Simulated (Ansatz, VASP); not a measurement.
ZrN in VASP and in Ansatz

The input POSCAR:

```
ZrN
1.0
    0.0000000000      2.2842300000      2.2842300000
    2.2842300000      0.0000000000      2.2842300000
    2.2842300000      2.2842300000      0.0000000000
Zr N
1 1
Direct
    0.0000000000      0.0000000000      0.0000000000
    0.5000000000      0.5000000000      0.5000000000
```

INCAR.step1

```
  PREC = Accurate
  ENCUT = 580
  ISMEAR = -1
  SIGMA = 0.01
  LREAL = F
  LASPH = T
  NELM = 120
  NBANDS = 16
  GGA = PE
  ALGO = Normal
  EDIFF = 1E-5
  LWAVE = T
  LCHARG = F
  GGA_COMPAT = F
```

Contents of INCAR.step2:

```
  PREC = Accurate
  ENCUT = 580
  EDIFF = 1E-8
  ISMEAR = -1
  SIGMA = 0.01
  LREAL = F
  LASPH = T
  NELM = 120
  ALGO = Normal
  ISIF = 2
  LWAVE = F
  LCHARG = F
  METAGGA = R2SCAN
  LMIXTAU = T
  LEFG = T
  NBANDS = 16
  ISTART = 1
  GGA_COMPAT = F
```

The input KPOINTS:

```
Automatic mesh
0
Gamma
  9 9 9
```

Input for Ansatz:

```yaml
crystal:
  lattice:
    - [0.0, 2.28423, 2.28423]
    - [2.28423, 0.0, 2.28423]
    - [2.28423, 2.28423, 0.0]
  atoms:
    - { symbol: Zr, position: [0.0, 0.0, 0.0] }
    - { symbol: "N", position: [0.5, 0.5, 0.5] }
kpoints:
  mp_grid: { grid: [9, 9, 9] }
  band_path:
    path:
      - [0.0, 0.0, 0.0]
      - [0.5, 0.0, 0.5]
      - [0.625, 0.25, 0.625]
      - [0.375, 0.375, 0.75]
      - [0.0, 0.0, 0.0]
      - [0.5, 0.5, 0.5]
      - [0.5, 0.25, 0.75]
      - [0.5, 0.0, 0.5]
    npoints: 5
scf:
  occupations: { method: fermi_dirac, width: 0.01 }
hamiltonian:
  xc: r2scan
  pseudopotentials: { kind: paw }
output:
  forces: true
  stress: true
  eigenvalues: true
  efg: { contact_densities: true }
```

Alike in both runs: task electric field gradients; functional r2SCAN; k mesh 9 × 9 × 9; occupations fermi-dirac, width 0.01 eV; no spin polarisation.

|  | VASP | Ansatz |
| --- | --- | --- |
| version | VASP 6.6.1 | Ansatz 0.2.0 |
| potentials or method | VASP PAW PBE potentials, release 64 (Zr_sv, N) | PAW with Ansatz's default frozen-core files, scalar-relativistic |
| plane-wave cutoff (eV) | 580 | 500 |
| valence electrons in the cell | 17 | 17 |

|  | VASP | Ansatz | Ansatz less VASP |
| --- | --- | --- | --- |
| pressure (GPa) | 3.5 | 3.1 | -0.36 |

VASP's potentials were made for PBE, not for r2SCAN. With one functional, cell and mesh, what is left measures potentials, basis and numerics.
